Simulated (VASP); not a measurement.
Zr2H3, 5 atoms in the cell. Symmetry: Pm-3m, No. 221, cubic system. Conventional cell: a = 3.781 Å, b = 3.781 Å, c = 3.781 Å, α = 90.00°, β = 90.00°, γ = 90.00°. Within 3.5 Å of Zr (site symmetry m-3m) lie 12 H at 2.67 Å and 8 Zr at 3.27 Å. Zr (site symmetry m-3m) has 6 H at 1.89 Å within 2.5 Å. Within 2.5 Å of H (site symmetry 4/mmm) lie 2 Zr at 1.89 Å. The cell was generated, and may not be a known phase.

| Quantity | Value |
| --- | --- |
| Program | VASP 6.6.1 |
| Task | single point |
| Functional | PBE |
| Potentials or basis | VASP PAW PBE potentials, release 64 (Zr_sv, H) |
| Cutoff | 520 eV |
| k mesh | 4 × 4 × 4 |
| Occupations | gaussian, width 0.1 eV |
| Spin | no spin polarisation |
| Dipole correction | no |
| Further INCAR settings | ALGO = Normal; EDIFF = 1e-07; NBANDS = 22 |

Potentials or basis: VASP PAW PBE potentials, release 64 (Zr_sv, H).

Launch:

```bash
$ cat potpaw_PBE.64/Zr_sv/POTCAR potpaw_PBE.64/H/POTCAR > POTCAR
$ mpirun -np 1 vasp_std > vasp.out
```

Hardware: 1 thread of Intel(R) Xeon(R) Platinum 8488C (Sapphire Rapids) (shared host).

How long does it take, and how much memory?

Run time: 11 s on 1 thread of Intel(R) Xeon(R) Platinum 8488C (Sapphire Rapids) (shared host), peak memory 0.15 GiB. Counts: scf iterations 15, k points 10.
